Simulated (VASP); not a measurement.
**NaCl: single point with HSE06**

NaCl:

```
CELL_PARAMETERS angstrom
3.50219 0.00000 0.00000
0.00000 3.50219 0.00000
0.00000 0.00000 3.50219
ATOMIC_POSITIONS crystal
Cl 0.50000 0.50000 0.50000
Na 0.00000 0.00000 0.00000
```

```
Program                            : VASP 6.6.1
Task                               : single point
Functional                         : HSE06
Potentials or basis                : VASP PAW PBE potentials, release 64 (Cl, Na_pv)
Cutoff                             : 520 eV
k mesh                             : 4 × 4 × 4
Occupations                        : fermi-dirac, width 0.05 eV
Spin                               : no spin polarisation
Dipole correction                  : no
Grid for exact exchange (PRECFOCK) : Normal
Further INCAR settings             : ALGO = Normal; EDIFF = 1e-06; NBANDS = 14
Share of exact exchange            : 0.25
Screening parameter                : 0.2079 1/Å
```

* Pressure: -0.4 GPa
* Band gap on the k mesh: 5.29 eV (least direct gap 5.82 eV)

Levels at points of the mesh, in eV from the valence-band top:
| k point | band 3 | band 4 | band 5 | band 6 | band 7 | band 8 | band 9 | band 10 | band 11 | band 12 |
| --- | --- | --- | --- | --- | --- | --- | --- | --- | --- | --- |
| (0.00, 0.00, 0.00) | -24.23 | -14.63 | -0.53 | -0.53 | -0.53 | 5.29 | 9.92 | 9.92 | 17.40 | 17.40 |
| (0.50, 0.00, 0.00) | -24.23 | -14.24 | -3.13 | -0.28 | -0.28 | 8.28 | 10.09 | 11.96 | 13.38 | 13.38 |
| (0.50, 0.50, 0.00) | -24.23 | -13.95 | -2.44 | -2.44 | 0.00 | 6.84 | 11.34 | 12.57 | 12.57 | 14.17 |
| (0.50, 0.50, 0.50) | -24.26 | -13.66 | -1.99 | -1.99 | -1.99 | 8.43 | 8.43 | 8.43 | 13.26 | 17.65 |

Run time: 2.3 min on 1 thread of Intel(R) Xeon(R) Platinum 8259CL CPU @ 2.50GHz (Skylake/Cascade Lake), with other jobs on the host, peak memory 0.25 GiB.

Caveat: the k points lie up to 0.45 Å⁻¹ apart; the PAW data sets were made with another functional, which shifts forces and pressure a little. A k mesh can miss the band edges.
